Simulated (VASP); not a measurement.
The system is GaP2.

```
Ga P
1.0
     5.05000    0.00000    0.00000
     0.00000    6.10000    0.00000
     0.00000    0.00000    3.62000
Ga P
2 4
Cartesian
  2.5250 3.0500 1.8100
  0.0000 0.0000 0.0000
  1.6665 5.3680 1.8100
  3.3835 0.7320 1.8100
  4.1915 3.7820 0.0000
  0.8585 2.3180 0.0000
```

| Item | Value |
| --- | --- |
| Program | VASP 6.6.1 |
| Task | relaxation of cell and atoms |
| Functional | PBE |
| Potentials or basis | VASP PAW PBE potentials, release 64 (Ga_d, P) |
| Cutoff | 600 eV |
| k mesh | 3 × 3 × 5 |
| Occupations | gaussian, width 0.2 eV |
| Spin | no spin polarisation |

At the start: pressure -2.8 GPa; volume 18.59 Å³/atom.

**Question.** How do energy, volume and symmetry change on relaxing?

**Answer.** Over 7 steps the energy falls by 48.8 meV/atom and the volume is 18.48 Å³/atom (-0.6 %); space group Pnnm (No. 58, to 0.1 Å) before and after.

The path:
| step | energy change (eV) | largest force (eV/Å) | pressure (GPa) | volume (Å³) |
| --- | --- | --- | --- | --- |
| 1 | 0.0000 | 1.3953 | -2.78 | 111.51 |
| 2 | -0.2159 | 0.3326 | 3.55 | 106.37 |
| 3 | -0.2326 | 0.3674 | 2.01 | 107.35 |
| 4 | -0.2864 | 0.1137 | 0.51 | 109.91 |
| 5 | -0.2890 | 0.1552 | 0.14 | 110.65 |
| 6 | -0.2915 | 0.1549 | -0.63 | 111.02 |
| 7 | -0.2929 | 0.0488 | -0.36 | 110.88 |

Final structure:
```
Ga P
1.0
     4.98439    0.00000    0.00000
     0.00000    6.18520    0.00000
     0.00000    0.00000    3.59655
Ga P
2 4
Direct
  0.50000 0.50000 0.50000
  0.00000 0.00000 0.00000
  0.33629 0.89285 0.50000
  0.66371 0.10715 0.50000
  0.83629 0.60715 0.00000
  0.16371 0.39285 0.00000
```

Caveat: the k points lie up to 0.42 Å⁻¹ apart in the final cell, too coarse for converged energies and pressures of a metal; the relaxation stopped at a loose force limit of 0.08 eV/Å, so its end isn't a converged minimum.
